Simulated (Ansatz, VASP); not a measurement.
Na: VASP beside Ansatz

Contents of POSCAR:

```
Na
1.0
   14.0000000000      0.0000000000      0.0000000000
    0.0000000000     14.4000000000      0.0000000000
    0.0000000000      0.0000000000     14.8000000000
Na
1
Direct
    0.5000000000      0.5000000000      0.5000000000
```

Contents of INCAR.step1:

```
PREC = Accurate
ENCUT = 520
EDIFF = 1E-5
ISMEAR = -1
SIGMA = 0.01
LREAL = F
LASPH = T
NELM = 150
ALGO = Normal
ISIF = 2
LWAVE = T
LCHARG = F
ISPIN = 2
MAGMOM = 0.999
LORBIT = 11
GGA = PE
ISYM = 0
NBANDS = 14
```

The input INCAR.step2:

```
PREC = Accurate
ENCUT = 520
EDIFF = 1E-7
ISMEAR = -1
SIGMA = 0.01
LREAL = F
LASPH = T
NELM = 150
ALGO = Normal
ISIF = 2
LWAVE = F
LCHARG = F
ISPIN = 2
MAGMOM = 0.999
LORBIT = 11
METAGGA = R2SCAN
LHFCALC = T
AEXX = 0.1
LMIXTAU = T
PRECFOCK = Normal
ISTART = 1
ISYM = 0
NBANDS = 14
```

KPOINTS

```
Automatic mesh
0
Gamma
  1 1 1
```

Input for Ansatz:

```yaml
crystal:
  lattice:
    - [14.0, 0.0, 0.0]
    - [0.0, 14.4, 0.0]
    - [0.0, 0.0, 14.8]
  atoms:
    - { symbol: Na, position: [0.5, 0.5, 0.5], spin: 0.999 }
  symmetry: { detect: false, time_reversal: true }
hamiltonian:
  xc: r2scanh
  pseudopotentials:
    kind: paw
    azcp:
      Na: "pseudopotentials/Na.paw.azcp"
basis:
  ecutwfc: 500
  fft_grid_basis: typed
kpoints:
  mp_grid: { grid: [1, 1, 1], shift: [0, 0, 0] }
magnetization:
  spin_polarized: true
scf:
  occupations: { method: fermi_dirac, width: 0.01 }
```

Alike in both runs: task single point; functional r2SCANh; k mesh 1 × 1 × 1; occupations fermi-dirac, width 0.01 eV; collinear spin.

|  | VASP | Ansatz |
| --- | --- | --- |
| version | VASP 6.6.1 | Ansatz 0.2.0 |
| potentials or method | VASP PAW PBE potentials, release 64 (Na_pv), cutoff 520 eV | plane waves (500 eV) with PAW, scalar-relativistic |
| valence electrons in the cell | 7 | 9 |

Ansatz gave:

```
gap on the k mesh at the Fermi level (eV)                     : 1.54
net moment per atom (μB)                                      : 1.00
size of the moment on the site where the two differ most (μB) : 1.00
```

Estimate VASP's values.

gap on the k mesh at the Fermi level (eV): 1.59; net moment per atom (μB): 1.00; size of the moment on the site where the two differ most (μB): 0.11.

VASP's potentials were made for PBE, not for r2SCANh. Site moments also hang on the region over which each program counts them. VASP's potentials hold 7 valence electrons a cell and Ansatz's 9, so a difference there can come from the potentials and not from the codes. Ansatz's warnings: stability check not made.
